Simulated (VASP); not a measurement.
# Mg3Zr (Fm-3m) in VASP: notebook, part 2 of 2

VASP 6.6.1.

### Step 3. Single point, LDA

Contents of INCAR:

```
SYSTEM = Mg3Zr
  PREC = Accurate
  ENCUT = 520
  EDIFF = 1E-6
  ISMEAR = 1
  SIGMA = 0.3
  LREAL = .False.
  LASPH = .True.
  NELM = 80
  ALGO = Normal
  ISIF = 2
  LWAVE = .False.
  LCHARG = .False.
  NBANDS = 17
```

Contents of KPOINTS:

```
Automatic mesh
0
Gamma
  6 6 6
  0 0 0
```

Contents of POSCAR:

```
Mg3Zr
1.0
    4.9859230000      0.0000000000      0.0000000000
    2.4929615000      4.3179359793      0.0000000000
    2.4929615000      1.4393119931      4.0709890823
Mg Zr
3 1
Direct
    0.0000000000      0.0000000000      0.0000000000
    0.2500000000      0.2500000000      0.2500000000
    0.7500000000      0.7500000000      0.7500000000
    0.5000000000      0.5000000000      0.5000000000
```

Potentials or basis: VASP PAW LDA potentials, release 64 (Mg, Zr_sv).

Command:

```bash
> cat potpaw_LDA.64/Mg/POTCAR potpaw_LDA.64/Zr_sv/POTCAR > POTCAR
> mpirun -np 1 vasp_std > vasp.out
```

OUTCAR:

```text
SYSTEM = Mg3Zr
   PREC = Accurate
   ENCUT = 520
   EDIFF = 1E-6
   ISMEAR = 1
   LREAL = .False.
   LASPH = .True.
   NELM = 80
   ISIF = 2

 ion  position               nearest neighbor table
   1  0.000  0.000  0.000-   3 3.05   2 3.05   2 3.05   3 3.05   3 3.05   2 3.05   3 3.05   2 3.05
                             4 3.53   4 3.53   4 3.53   4 3.53   4 3.53   4 3.53
   2  0.250  0.250  0.250-   1 3.05   4 3.05   1 3.05   4 3.05   1 3.05   4 3.05   1 3.05   4 3.05
                             3 3.53   3 3.53   3 3.53   3 3.53   3 3.53   3 3.53
   3  0.750  0.750  0.750-   4 3.05   1 3.05   1 3.05   4 3.05   4 3.05   1 3.05   4 3.05   1 3.05
                             2 3.53   2 3.53   2 3.53   2 3.53   2 3.53   2 3.53
   4  0.500  0.500  0.500-   2 3.05   3 3.05   2 3.05   3 3.05   2 3.05   3 3.05   2 3.05   3 3.05
                             1 3.53   1 3.53   1 3.53   1 3.53   1 3.53   1 3.53

  LATTYP: Found a face centered cubic cell.
 ALAT       =     7.0511599275

  Lattice vectors:

 A1 = (   4.9859230000,   0.0000000000,   0.0000000000)
 A2 = (   2.4929615000,   4.3179359793,   0.0000000000)
 A3 = (   2.4929615000,   1.4393119931,   4.0709890823)

Analysis of symmetry for initial positions (statically):
=====================================================================
 Subroutine PRICEL returns:
[... 175 lines left out ...]
  band No.  band energies     occupation
      1     -44.7644      2.00000
      2     -22.9386      2.00000
      3     -22.9386      2.00000
      4     -22.9386      2.00000
      5      -2.4408      2.00000
      6       3.1684      2.00000
[... 297 lines left out ...]
      4     -22.9419      2.00000
      5       0.6118      2.00000
      6       0.9388      2.00000
[... 9 lines left out ...]
     16       9.6471     -0.00000
     17      10.3236      0.00000

------------------------ aborting loop because EDIFF is reached ----------------------------------------

  FORCE on cell =-STRESS in cart. coord.  units (eV):
  Direction    XX          YY          ZZ          XY          YZ          ZX
  --------------------------------------------------------------------------------------
  -------------------------------------------------------------------------------------
  Total       -2.0734014     -2.0734014     -2.0734014      0.0000000     -0.0000000     -0.0000000
  in kB      -37.9028839    -37.9028839    -37.9028839      0.0000000     -0.0000000     -0.0000000
  external PRESSURE =     -37.9028839 kB  Pullay stress =       0.0000000 kB

 VOLUME and BASIS-vectors are now :
 -----------------------------------------------------------------------------
  energy-cutoff  :      520.00
  volume of cell :       87.64
      direct lattice vectors                 reciprocal lattice vectors
     4.985923000  0.000000000  0.000000000     0.200564670 -0.115796066 -0.081880184
     2.492961500  4.317935979  0.000000000     0.000000000  0.231592132 -0.081880184
     2.492961500  1.439311993  4.070989082     0.000000000  0.000000000  0.245640551

 POSITION                                       TOTAL-FORCE (eV/Angst)
 -----------------------------------------------------------------------------------
      0.00000      0.00000      0.00000        -0.000000     -0.000000      0.000000
      2.49296      1.43931      1.01775         0.000000      0.000000      0.000000
      7.47888      4.31794      3.05324        -0.000000     -0.000000     -0.000000
      4.98592      2.87862      2.03549        -0.000000     -0.000000      0.000000
 -----------------------------------------------------------------------------------
    total drift:                                0.000000      0.000000     -0.000000

  FREE ENERGIE OF THE ION-ELECTRON SYSTEM (eV)
  ---------------------------------------------------
  free  energy   TOTEN  =       -14.3614785705 eV

  energy  without entropy=      -14.3681271090  energy(sigma->0) =      -14.36369475
```

OSZICAR:

```text
N       E                     dE             d eps       ncg     rms          rms(c)
DAV:   1     0.978203357153E+02    0.97820E+02   -0.81012E+03   544   0.900E+02
DAV:   2    -0.807642549766E+01   -0.10590E+03   -0.10302E+03   698   0.220E+02
DAV:   3    -0.146204535551E+02   -0.65440E+01   -0.64374E+01   945   0.441E+01
DAV:   4    -0.149991601943E+02   -0.37871E+00   -0.37844E+00   694   0.781E+00
DAV:   5    -0.150060490776E+02   -0.68889E-02   -0.68880E-02   801   0.115E+00    0.722E+00
DAV:   6    -0.143903363085E+02    0.61571E+00   -0.22409E+00   620   0.736E+00    0.202E+00
DAV:   7    -0.143743629145E+02    0.15973E-01   -0.12022E-01   631   0.192E+00    0.130E+00
DAV:   8    -0.143617291428E+02    0.12634E-01   -0.16573E-02   676   0.774E-01    0.132E-01
DAV:   9    -0.143615372306E+02    0.19191E-03   -0.68323E-04   704   0.138E-01    0.733E-02
DAV:  10    -0.143614791478E+02    0.58083E-04   -0.72090E-05   658   0.605E-02    0.119E-02
DAV:  11    -0.143614785705E+02    0.57725E-06   -0.20556E-06   650   0.967E-03
   1 F= -.14361479E+02 E0= -.14363695E+02  d E =0.664854E-02
```

Wall time 29 s (1 thread of Intel Xeon Platinum 8259CL at 2.50GHz (Skylake/Cascade Lake), shared host); peak memory 0.2 GiB.

Results:

| Item | Value |
| --- | --- |
| Free energy | -14.3615 eV |
| Pressure | -3.8 GPa |
| Band gap on the k mesh | zero (band 9 reaches 4.60 eV, above the bottom of band 10 at 3.87 eV) |

Levels at points of the mesh, in eV from the Fermi level:
```
           k point  band 7  band 8  band 9  band 10  band 11  band 12
(0.00, 0.00, 0.00)   -1.12   -1.12    0.09     0.09     2.07     2.07
(0.50, 0.00, 0.00)   -1.26   -1.26    0.31     0.62     0.62     1.63
(0.50, 0.50, 0.00)   -2.38   -0.80   -0.80    -0.42     0.71     0.71
```

### Step 4. Single point, LDA

Contents of INCAR:

```
SYSTEM = Mg3Zr
PREC = Accurate
ENCUT = 520
EDIFF = 1E-6
ISMEAR = 1
SIGMA = 0.2
LREAL = .FALSE.
LASPH = .TRUE.
NELM = 80
ALGO = Normal
ISIF = 2
LWAVE = .FALSE.
LCHARG = .TRUE.
GGA = CA
LELF = .TRUE.
LVHAR = .TRUE.
NBANDS = 17
```

Contents of KPOINTS:

```
Automatic mesh
0
G
  6 6 6
  0 0 0
```

POSCAR is that of step 3.

Command:

```bash
> cat potpaw_LDA.64/Mg/POTCAR potpaw_LDA.64/Zr_sv/POTCAR > POTCAR
> mpirun -np 1 vasp_std > vasp.out
```

Wall time 24 s (1 thread of Intel Xeon Platinum 8259CL at 2.50GHz (Skylake/Cascade Lake), shared host); peak memory 0.19 GiB.

The run converged. Its results:

| Item | Value |
| --- | --- |
| Free energy | -14.3626 eV |
| Pressure | -3.8 GPa |
| Band gap on the k mesh | zero (band 9 reaches 4.60 eV, above the bottom of band 10 at 3.87 eV) |

Levels at points of the mesh, in eV from the Fermi level:
| k point | band 5 | band 6 | band 7 | band 8 | band 9 | band 10 | band 11 | band 12 | band 13 | band 14 |
| --- | --- | --- | --- | --- | --- | --- | --- | --- | --- | --- |
| (0.00, 0.00, 0.00) | -6.73 | -1.12 | -1.12 | -1.12 | 0.09 | 0.09 | 2.07 | 2.07 | 2.07 | 3.12 |
| (0.50, 0.00, 0.00) | -4.50 | -4.35 | -1.26 | -1.26 | 0.31 | 0.62 | 0.62 | 1.63 | 1.63 | 1.89 |
| (0.50, 0.50, 0.00) | -3.99 | -3.53 | -2.38 | -0.80 | -0.80 | -0.42 | 0.71 | 0.71 | 0.82 | 3.52 |

### Step 5. Single point, LDA

Contents of INCAR:

```
  PREC = Accurate
  ENCUT = 520
  EDIFF = 1E-7
  ISMEAR = 1
  SIGMA = 0.1
  LREAL = False
  LASPH = True
  NELM = 100
  ALGO = Normal
  ISIF = 2
  LWAVE = False
  LCHARG = False
  GGA = CA
  NBANDS = 17
```

Contents of KPOINTS:

```
Automatic mesh
0
Gamma
  6 6 6
```

POSCAR is that of step 4.

Potentials or basis: VASP PAW LDA potentials, release 64 (Mg, Zr_sv).

Command:

```bash
> cat potpaw_LDA.64/Mg/POTCAR potpaw_LDA.64/Zr_sv/POTCAR > POTCAR
> mpirun -np 1 vasp_std > vasp.out
```

OUTCAR:

```text
PREC = Accurate
   ENCUT = 520
   EDIFF = 1E-7
   ISMEAR = 1
   LREAL = False
   LASPH = True
   NELM = 100
   ISIF = 2
   GGA = CA

 ion  position               nearest neighbor table
   1  0.000  0.000  0.000-   3 3.05   2 3.05   2 3.05   3 3.05   3 3.05   2 3.05   3 3.05   2 3.05
                             4 3.53   4 3.53   4 3.53   4 3.53   4 3.53   4 3.53
   2  0.250  0.250  0.250-   1 3.05   4 3.05   1 3.05   4 3.05   1 3.05   4 3.05   1 3.05   4 3.05
                             3 3.53   3 3.53   3 3.53   3 3.53   3 3.53   3 3.53
   3  0.750  0.750  0.750-   4 3.05   1 3.05   1 3.05   4 3.05   4 3.05   1 3.05   4 3.05   1 3.05
                             2 3.53   2 3.53   2 3.53   2 3.53   2 3.53   2 3.53
   4  0.500  0.500  0.500-   2 3.05   3 3.05   2 3.05   3 3.05   2 3.05   3 3.05   2 3.05   3 3.05
                             1 3.53   1 3.53   1 3.53   1 3.53   1 3.53   1 3.53

  LATTYP: Found a face centered cubic cell.
 ALAT       =     7.0511599275

  Lattice vectors:

 A1 = (   4.9859230000,   0.0000000000,   0.0000000000)
 A2 = (   2.4929615000,   4.3179359793,   0.0000000000)
 A3 = (   2.4929615000,   1.4393119931,   4.0709890823)

Analysis of symmetry for initial positions (statically):
=====================================================================
[... 174 lines left out ...]

 k-point     1 :       0.0000    0.0000    0.0000
  band No.  band energies     occupation
      1     -44.7546      2.00000
      2     -22.9302      2.00000
      3     -22.9302      2.00000
      4     -22.9302      2.00000
      5      -2.4402      2.00000
      6       3.1699      2.00000
[... 297 lines left out ...]
      4     -22.9335      2.00000
      5       0.6137      2.00000
      6       0.9387      2.00000
[... 9 lines left out ...]
     16       9.6478      0.00000
     17      10.3258      0.00000

------------------------ aborting loop because EDIFF is reached ----------------------------------------

  FORCE on cell =-STRESS in cart. coord.  units (eV):
  Direction    XX          YY          ZZ          XY          YZ          ZX
  --------------------------------------------------------------------------------------
  -------------------------------------------------------------------------------------
  Total       -2.1241039     -2.1241039     -2.1241039     -0.0000000     -0.0000000      0.0000000
  in kB      -38.8297532    -38.8297532    -38.8297532     -0.0000000     -0.0000000      0.0000000
  external PRESSURE =     -38.8297532 kB  Pullay stress =       0.0000000 kB

 VOLUME and BASIS-vectors are now :
 -----------------------------------------------------------------------------
  energy-cutoff  :      520.00
  volume of cell :       87.64
      direct lattice vectors                 reciprocal lattice vectors
     4.985923000  0.000000000  0.000000000     0.200564670 -0.115796066 -0.081880184
     2.492961500  4.317935979  0.000000000     0.000000000  0.231592132 -0.081880184
     2.492961500  1.439311993  4.070989082     0.000000000  0.000000000  0.245640551

 POSITION                                       TOTAL-FORCE (eV/Angst)
 -----------------------------------------------------------------------------------
      0.00000      0.00000      0.00000         0.000000      0.000000     -0.000000
      2.49296      1.43931      1.01775        -0.000000     -0.000000     -0.000000
      7.47888      4.31794      3.05324         0.000000      0.000000      0.000000
      4.98592      2.87862      2.03549         0.000000      0.000000     -0.000000
 -----------------------------------------------------------------------------------
    total drift:                                0.000000      0.000000     -0.000000

  FREE ENERGIE OF THE ION-ELECTRON SYSTEM (eV)
  ---------------------------------------------------
  free  energy   TOTEN  =       -14.3626471766 eV

  energy  without entropy=      -14.3633828564  energy(sigma->0) =      -14.36289240
```

It took 23 s on 1 thread of Intel Xeon Platinum 8259CL at 2.50GHz (Skylake/Cascade Lake), shared host; peak memory 0.2 GiB.

Results:

* Free energy: -14.3626 eV
* Pressure: -3.9 GPa
* Band gap on the k mesh: zero (band 9 reaches 4.60 eV, above the bottom of band 10 at 3.87 eV)

### Step 6. Overview

| smearing | gap on the mesh (eV) | pressure (GPa) |
| --- | --- | --- |
| methfessel-paxton 0.5 eV | none | -3.8 |
| methfessel-paxton 0.3 eV | none | -3.8 |
| methfessel-paxton 0.2 eV | none | -3.8 |
| methfessel-paxton 0.1 eV | none | -3.9 |

Alike in all rows: task single point; level LDA; potentials or basis VASP PAW LDA potentials, release 64 (Mg, Zr_sv); no spin polarisation; cell as given; k mesh 6 × 6 × 6; cutoff (eV) 520.

Every run on the cell as given and a fine mesh finds a metal.

Total energies depend on the potentials used, so only differences within one code and one set of settings carry meaning.
